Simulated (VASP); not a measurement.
Wanted: the native input for a VASP 6.6.1 run.

| Item | Value |
| --- | --- |
| Task | single point |
| Functional | PBEsol |
| Potentials or basis | VASP PAW PBE potentials, release 64 (W_sv, S) |
| Cutoff | 520 eV |
| k mesh | 12 × 12 × 1 |
| Occupations | gaussian, width 0.02 eV |
| Spin | no spin polarisation |
| Dipole correction | no |
| Further INCAR settings | ALGO = Normal; EDIFF = 1e-06; NBANDS = 49 |

The structure of WS2 lies in POSCAR:

```
WS2
1.0
    3.1459399910      0.0000000000      0.0000000000
   -1.5729699955      2.7244639510      0.0000000000
    0.0000000000      0.0000000000     28.3508022257
W S
3 6
Direct
    0.6666666667      0.3333333333      0.6597120996
    0.3333333333      0.6666666667      0.8836408736
    0.3333333333      0.6666666667      0.4358250161
    0.6666666667      0.3333333333      0.9388976520
    0.6666666667      0.3333333333      0.4911237062
    0.3333333333      0.6666666667      0.7150064727
    0.6666666667      0.3333333333      0.8283423722
    0.6666666667      0.3333333333      0.3805680658
    0.3333333333      0.6666666667      0.6044177318
```

The input as run:

INCAR

```
SYSTEM = WS2
  PREC = Accurate
  ENCUT = 520
  EDIFF = 1E-6
  ISMEAR = 0
  SIGMA = 0.02
  LREAL = .False.
  LASPH = .True.
  NELM = 80
  ALGO = Normal
  ISIF = 2
  LWAVE = .False.
  LCHARG = .False.
  GGA = PS
  NBANDS = 49
```

KPOINTS

```
regular mesh
0
Gamma
  12 12 1
  0 0 0
```

Potentials or basis: VASP PAW PBE potentials, release 64 (W_sv, S).

Command:

```bash
$ cat potpaw_PBE.64/W_sv/POTCAR potpaw_PBE.64/S/POTCAR > POTCAR
$ mpirun -np 1 vasp_std > vasp.out
```

It gave:

The largest force is 0.023 eV/Å. The band gap on the k mesh is 1.34 eV (least direct gap 1.89 eV).

Caveat: the PAW data sets were made with another functional, which shifts forces and pressure a little; spin-orbit coupling is left out, which moves the levels of the heavy elements.

Run time: 2.9 min on 1 thread of Intel(R) Xeon(R) 6975P-C (Granite Rapids), on a shared host, peak memory 0.43 GiB.
